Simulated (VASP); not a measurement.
# TiO2 (I4_1/amd) in VASP: density of states with PBE+U

Aim: the density of states of TiO2 with PBE+U.

All numbers are computed with VASP 6.6.1; they aren't measurements. Logs are shortened: lines on timing, memory, paths and dates and some standing lists are left out, and cuts for length are marked.

## 1. The cell of the first run

The structure is tetragonal, space group I4_1/amd (No. 141). The conventional cell has a = 3.784 Å, b = 3.784 Å, c = 9.515 Å, α = 90.00°, β = 90.00°, γ = 90.00°. Ti (site symmetry -4m2) has 6 O at 1.93 to 1.98 Å within 2.6 Å. Within 2.6 Å of O (site symmetry 2mm) lie 3 Ti at 1.93 to 1.98 Å and 2 O at 2.47 Å.

## 2. Density of states, PBE+U

POSCAR

```
TiO2
1.0
    0.0000000000     -3.7842000000      0.0000000000
    3.7842000000      0.0000000000      0.0000000000
   -1.8921000000      1.8921000000      4.7573000000
Ti O
2 4
Direct
    0.0000000000      0.0000000000      0.0000000000
    0.7500000000      0.2500000000      0.5000000000
    0.2081000000      0.2081000000      0.4162000000
    0.9581000000      0.4581000000      0.9162000000
    0.5419000000      0.0419000000      0.0838000000
    0.7919000000      0.7919000000      0.5838000000
```

INCAR.step1

```
ALGO = Normal ; EDIFF = 1E-7
ENCUT = 520 ; GGA = PE
ISIF = 2 ; ISMEAR = 0
LASPH = True ; LCHARG = True
LDAU = True ; LDAUJ = 0 0
LDAUL = 2 -1 ; LDAUPRINT = 1
LDAUTYPE = 2 ; LDAUU = 4 0
LMAXMIX = 4 ; LREAL = False
LWAVE = False ; NBANDS = 33
NELM = 150 ; PREC = Accurate
SIGMA = 0.05
```

KPOINTS.step1

```
k-points
0
Gamma
  8 8 8
```

INCAR.step2

```
ALGO = Normal ; EDIFF = 1E-7
ENCUT = 520 ; GGA = PE
ICHARG = 11 ; ISIF = 2
ISMEAR = -5 ; LASPH = True
LCHARG = False ; LDAU = True
LDAUJ = 0 0 ; LDAUL = 2 -1
LDAUPRINT = 1 ; LDAUTYPE = 2
LDAUU = 4 0 ; LMAXMIX = 4
LORBIT = 10 ; LREAL = False
LWAVE = False ; NEDOS = 1001
NELM = 150 ; PREC = Accurate
SIGMA = 0.05
```

KPOINTS.step2

```
k-points
0
Gamma
  12 12 12
```

Potentials or basis: VASP PAW PBE potentials, release 64 (Ti_sv, O).

Started as:

```
$ cat potpaw_PBE.64/Ti_sv/POTCAR potpaw_PBE.64/O/POTCAR > POTCAR
$ cp INCAR.step1 INCAR
$ cp KPOINTS.step1 KPOINTS
$ mpirun -np 1 vasp_std > vasp.out
$ cp INCAR.step2 INCAR
$ cp KPOINTS.step2 KPOINTS
$ mpirun -np 1 vasp_std > vasp.out
```

OUTCAR:

```text
EDIFF = 1E-7
   ENCUT = 520
   GGA = PE
   ICHARG = 11
   ISIF = 2
   ISMEAR = -5
   LASPH = True
   LORBIT = 10
   LREAL = False
   NELM = 150
   PREC = Accurate

 ion  position               nearest neighbor table
   1  0.000  0.000  0.000-   5 1.93   4 1.93   5 1.93   4 1.93   6 1.98   3 1.98
   2  0.750  0.250  0.500-   6 1.93   3 1.93   6 1.93   3 1.93   4 1.98   5 1.98
   3  0.208  0.208  0.416-   2 1.93   2 1.93   1 1.98
   4  0.958  0.458  0.916-   1 1.93   1 1.93   2 1.98
   5  0.542  0.042  0.084-   1 1.93   1 1.93   2 1.98
   6  0.792  0.792  0.584-   2 1.93   2 1.93   1 1.98

  LATTYP: Found a body centered tetragonal cell.
 ALAT       =     3.7842000000
 C/A-ratio  =     2.5142962846

  Lattice vectors:

 A1 = (  -1.8921000000,  -1.8921000000,  -4.7573000000)
 A2 = (   1.8921000000,   1.8921000000,  -4.7573000000)
 A3 = (   1.8921000000,  -1.8921000000,   4.7573000000)

Analysis of symmetry for initial positions (statically):
=====================================================================
 Subroutine PRICEL returns:
 Original cell was already a primitive cell.

 Routine SETGRP: Setting up the symmetry group for a
 body centered tetragonal supercell.

 Subroutine GETGRP returns: Found 16 space group operations
 (whereof  8 operations were pure point group operations)
 out of a pool of 16 trial point group operations.

The static configuration has the point symmetry D_2d.
 The point group associated with its full space group is D_4h.

Analysis of symmetry for dynamics (positions and initial velocities):
=====================================================================
 Subroutine PRICEL returns:
 Original cell was already a primitive cell.

 Routine SETGRP: Setting up the symmetry group for a
 body centered tetragonal supercell.

 Subroutine GETGRP returns: Found 16 space group operations
 (whereof  8 operations were pure point group operations)
 out of a pool of 16 trial point group operations.

The dynamic configuration has the point symmetry D_2d.
 The point group associated with its full space group is D_4h.

 Subroutine INISYM returns: Found 16 space group operations
 (whereof  8 operations are pure point group operations),
 and found     1 'primitive' translations

----------------------------------------------------------------------------------------

                                     Primitive cell

  volume of cell :      68.1253

  direct lattice vectors                    reciprocal lattice vectors
     0.000000000 -3.784200000  0.000000000     0.000000000 -0.264256646  0.105101633
     3.784200000  0.000000000  0.000000000     0.264256646  0.000000000  0.105101633
    -1.892100000  1.892100000  4.757300000     0.000000000  0.000000000  0.210203267

  length of vectors
     3.784200000  3.784200000  5.458203744     0.284390450  0.284390450  0.210203267

  position of ions in fractional coordinates (direct lattice)
     0.000000000  0.000000000  0.000000000
     0.750000000  0.250000000  0.500000000
     0.208100000  0.208100000  0.416200000
     0.958100000  0.458100000  0.916200000
     0.541900000  0.041900000  0.083800000
     0.791900000  0.791900000  0.583800000

  ion indices of the primitive-cell ions
   primitive index   ion index
                 1           1
                 2           2
                 3           3
                 4           4
                 5           5
                 6           6

----------------------------------------------------------------------------------------
[... 121 lines left out ...]
  0.0000 -0.0000  0.2539  0.0000 -0.0000
  0.0000  0.0000  0.0000  0.1026  0.0000
 -0.0000  0.0000 -0.0000  0.0000  0.2540

spin component  2

  0.1060  0.0000  0.0000  0.0000 -0.0000
  0.0000  0.1026 -0.0000  0.0000  0.0000
  0.0000 -0.0000  0.2539  0.0000 -0.0000
  0.0000  0.0000  0.0000  0.1026  0.0000
 -0.0000  0.0000 -0.0000  0.0000  0.2540

 occupancies and eigenvectors

  o =  0.1026  v =  0.0000 -0.8336 -0.0000 -0.5524 -0.0000  0.0000  0.0000  0.0000  0.0000  0.0000      0.0000  0.0000  0.0000  0.0000  0.0000  0.0000  0.0000  0.0000  0.0000  0.0000
  o =  0.1026  v =  0.0000  0.0000  0.0000  0.0000  0.0000  0.0000 -0.8336 -0.0000 -0.5524 -0.0000      0.0000  0.0000  0.0000  0.0000  0.0000  0.0000  0.0000  0.0000  0.0000  0.0000
  o =  0.1026  v =  0.0000 -0.5524  0.0000  0.8336 -0.0000  0.0000  0.0000  0.0000  0.0000  0.0000      0.0000  0.0000  0.0000  0.0000  0.0000  0.0000  0.0000  0.0000  0.0000  0.0000
  o =  0.1026  v =  0.0000  0.0000  0.0000  0.0000  0.0000  0.0000 -0.5524  0.0000  0.8336 -0.0000      0.0000  0.0000  0.0000  0.0000  0.0000  0.0000  0.0000  0.0000  0.0000  0.0000
  o =  0.1060  v =  0.0000  0.0000  0.0000  0.0000  0.0000  1.0000  0.0000  0.0000  0.0000  0.0000      0.0000  0.0000  0.0000  0.0000  0.0000  0.0000  0.0000  0.0000  0.0000  0.0000
  o =  0.1060  v =  1.0000  0.0000  0.0000  0.0000  0.0000  0.0000  0.0000  0.0000  0.0000  0.0000      0.0000  0.0000  0.0000  0.0000  0.0000  0.0000  0.0000  0.0000  0.0000  0.0000
  o =  0.2539  v =  0.0000  0.0000  1.0000 -0.0000 -0.0000  0.0000  0.0000  0.0000  0.0000  0.0000      0.0000  0.0000  0.0000  0.0000  0.0000  0.0000  0.0000  0.0000  0.0000  0.0000
  o =  0.2539  v =  0.0000  0.0000  0.0000  0.0000  0.0000  0.0000  0.0000  1.0000 -0.0000 -0.0000      0.0000  0.0000  0.0000  0.0000  0.0000  0.0000  0.0000  0.0000  0.0000  0.0000
  o =  0.2540  v =  0.0000  0.0000 -0.0000  0.0000 -1.0000  0.0000  0.0000  0.0000  0.0000  0.0000      0.0000  0.0000  0.0000  0.0000  0.0000  0.0000  0.0000  0.0000  0.0000  0.0000
  o =  0.2540  v =  0.0000  0.0000  0.0000  0.0000  0.0000  0.0000  0.0000 -0.0000  0.0000 -1.0000      0.0000  0.0000  0.0000  0.0000  0.0000  0.0000  0.0000  0.0000  0.0000  0.0000

atom =   2  type =  1  l = 2

 onsite density matrix

spin component  1

  0.1060  0.0000  0.0000 -0.0000  0.0000
  0.0000  0.1026 -0.0000  0.0000  0.0000
  0.0000 -0.0000  0.2539  0.0000 -0.0000
 -0.0000  0.0000  0.0000  0.1026  0.0000
  0.0000  0.0000 -0.0000  0.0000  0.2540

spin component  2

  0.1060  0.0000  0.0000 -0.0000  0.0000
  0.0000  0.1026 -0.0000  0.0000  0.0000
  0.0000 -0.0000  0.2539  0.0000 -0.0000
 -0.0000  0.0000  0.0000  0.1026  0.0000
  0.0000  0.0000 -0.0000  0.0000  0.2540

 occupancies and eigenvectors

  o =  0.1026  v =  0.0000  0.6054  0.0000  0.7959 -0.0000  0.0000  0.0000  0.0000  0.0000  0.0000      0.0000  0.0000  0.0000  0.0000  0.0000  0.0000  0.0000  0.0000  0.0000  0.0000
  o =  0.1026  v =  0.0000  0.0000  0.0000  0.0000  0.0000  0.0000  0.6054  0.0000  0.7959 -0.0000      0.0000  0.0000  0.0000  0.0000  0.0000  0.0000  0.0000  0.0000  0.0000  0.0000
  o =  0.1026  v =  0.0000  0.0000  0.0000  0.0000  0.0000  0.0000  0.7959  0.0000 -0.6054 -0.0000      0.0000  0.0000  0.0000  0.0000  0.0000  0.0000  0.0000  0.0000  0.0000  0.0000
  o =  0.1026  v =  0.0000  0.7959  0.0000 -0.6054 -0.0000  0.0000  0.0000  0.0000  0.0000  0.0000      0.0000  0.0000  0.0000  0.0000  0.0000  0.0000  0.0000  0.0000  0.0000  0.0000
  o =  0.1060  v =  0.0000  0.0000  0.0000  0.0000  0.0000  1.0000  0.0000  0.0000  0.0000  0.0000      0.0000  0.0000  0.0000  0.0000  0.0000  0.0000  0.0000  0.0000  0.0000  0.0000
  o =  0.1060  v =  1.0000  0.0000  0.0000  0.0000  0.0000  0.0000  0.0000  0.0000  0.0000  0.0000      0.0000  0.0000  0.0000  0.0000  0.0000  0.0000  0.0000  0.0000  0.0000  0.0000
  o =  0.2539  v =  0.0000 -0.0000  1.0000  0.0000  0.0000  0.0000  0.0000  0.0000  0.0000  0.0000      0.0000  0.0000  0.0000  0.0000  0.0000  0.0000  0.0000  0.0000  0.0000  0.0000
  o =  0.2539  v =  0.0000  0.0000  0.0000  0.0000  0.0000  0.0000 -0.0000  1.0000  0.0000  0.0000      0.0000  0.0000  0.0000  0.0000  0.0000  0.0000  0.0000  0.0000  0.0000  0.0000
  o =  0.2540  v =  0.0000  0.0000 -0.0000 -0.0000  1.0000  0.0000  0.0000  0.0000  0.0000  0.0000      0.0000  0.0000  0.0000  0.0000  0.0000  0.0000  0.0000  0.0000  0.0000  0.0000
  o =  0.2540  v =  0.0000  0.0000  0.0000  0.0000  0.0000  0.0000  0.0000 -0.0000 -0.0000  1.0000      0.0000  0.0000  0.0000  0.0000  0.0000  0.0000  0.0000  0.0000  0.0000  0.0000

 number of electron      47.9999992 magnetization

 Free energy of the ion-electron system (eV)
  ---------------------------------------------------
  ext. energy  EPLUGINS =         0.00000000
  ---------------------------------------------------
  free energy    TOTEN  =       -48.35237061 eV

  energy without entropy =      -48.35237061  energy(sigma->0) =      -48.35237061

 E-fermi :   3.6936     XC(G=0): -10.7525

 val. band max:        3.6528070010   @ k =  -0.4167   0.4167   0.0000
 cond. band min:       6.3268456693   @ k =   0.0000   0.0000   0.0000
 fundamental gap:      2.6740386682
 Fermi energy:         3.6936105268

 k-point     1 :       0.0000    0.0000    0.0000
  band No.  band energies     occupation
      1     -53.7318      2.00000
      2     -53.6740      2.00000
      3     -30.1385      2.00000
      4     -29.9098      2.00000
      5     -29.9098      2.00000
      6     -29.8415      2.00000
[... 733 lines left out ...]
     27       7.7948      0.00000
     28       7.8992      0.00000

 [... further k-points ...]
[... 5 lines left out ...]
  --------------------------------------------------------------------------------------
  -------------------------------------------------------------------------------------
  Total        5.7261833      5.7261833      5.5594336      0.0000000      0.0000000      0.0000000
  in kB      134.6688423    134.6688423    130.7472104      0.0000000      0.0000000      0.0000000
  external PRESSURE =     133.3616317 kB  Pullay stress =       0.0000000 kB

 VOLUME and BASIS-vectors are now :
 -----------------------------------------------------------------------------
  energy-cutoff  :      520.00
  volume of cell :       68.13
      direct lattice vectors                 reciprocal lattice vectors
     0.000000000 -3.784200000  0.000000000     0.000000000 -0.264256646  0.105101633
     3.784200000  0.000000000  0.000000000     0.264256646  0.000000000  0.105101633
    -1.892100000  1.892100000  4.757300000     0.000000000  0.000000000  0.210203267

 POSITION                                       TOTAL-FORCE (eV/Angst)
 -----------------------------------------------------------------------------------
      0.00000      0.00000      0.00000         0.000000     -0.000000     -0.000000
      0.00000     -1.89210      2.37865         0.000000     -0.000000     -0.000000
      0.00000      0.00000      1.97999        -0.000000      0.000000      0.233226
      0.00000     -1.89210      4.35864        -0.000000      0.000000      0.233226
      0.00000     -1.89210      0.39866        -0.000000     -0.000000     -0.233226
      1.89210     -1.89210      2.77731         0.000000      0.000000     -0.233226
 -----------------------------------------------------------------------------------
    total drift:                                0.000000     -0.000000      0.000000

  FREE ENERGIE OF THE ION-ELECTRON SYSTEM (eV)
  ---------------------------------------------------
  free  energy   TOTEN  =       -48.3523706053 eV

  energy  without entropy=      -48.3523706053  energy(sigma->0) =      -48.35237061

 total charge

# of ion       s       p       d       tot
------------------------------------------
    1        2.237   6.321   1.609  10.167
    2        2.237   6.321   1.609  10.167
    3        1.571   3.537   0.000   5.108
    4        1.571   3.537   0.000   5.108
    5        1.571   3.537   0.000   5.108
    6        1.571   3.537   0.000   5.108
--------------------------------------------------
tot         10.757  26.790   3.219  40.765
```

It took 2.3 min on 1 thread of Intel Xeon 6975P-C (Granite Rapids), shared host; peak memory 0.35 GiB.

What came out:

| Property | Result |
| --- | --- |
| Valence electrons inside the program's atomic spheres | Ti 10.17; O 5.11 |

Levels at points of the mesh, in eV from the valence-band top:
| k point | band 22 | band 23 | band 24 | band 25 | band 26 | band 27 |
| --- | --- | --- | --- | --- | --- | --- |
| (0.00, 0.00, 0.00) | -0.76 | -0.49 | -0.49 | 2.67 | 3.46 | 4.44 |
| (0.50, 0.00, 0.00) | -0.97 | -0.91 | -0.69 | 3.79 | 4.01 | 4.03 |
| (0.50, 0.50, 0.00) | -2.06 | -0.05 | -0.05 | 3.89 | 3.89 | 4.31 |
| (0.00, 0.00, 0.50) | -1.31 | -0.16 | -0.16 | 3.05 | 3.05 | 4.35 |

Eigenvalues of the final occupation matrices:
| site | spin | trace | eigenvalues |
| --- | --- | --- | --- |
| site 1 d | 1 | 0.82 | 0.10 0.10 0.11 0.25 0.25 |
| site 1 d | 2 | 0.82 | 0.10 0.10 0.11 0.25 0.25 |
| site 2 d | 1 | 0.82 | 0.10 0.10 0.11 0.25 0.25 |
| site 2 d | 2 | 0.82 | 0.10 0.10 0.11 0.25 0.25 |
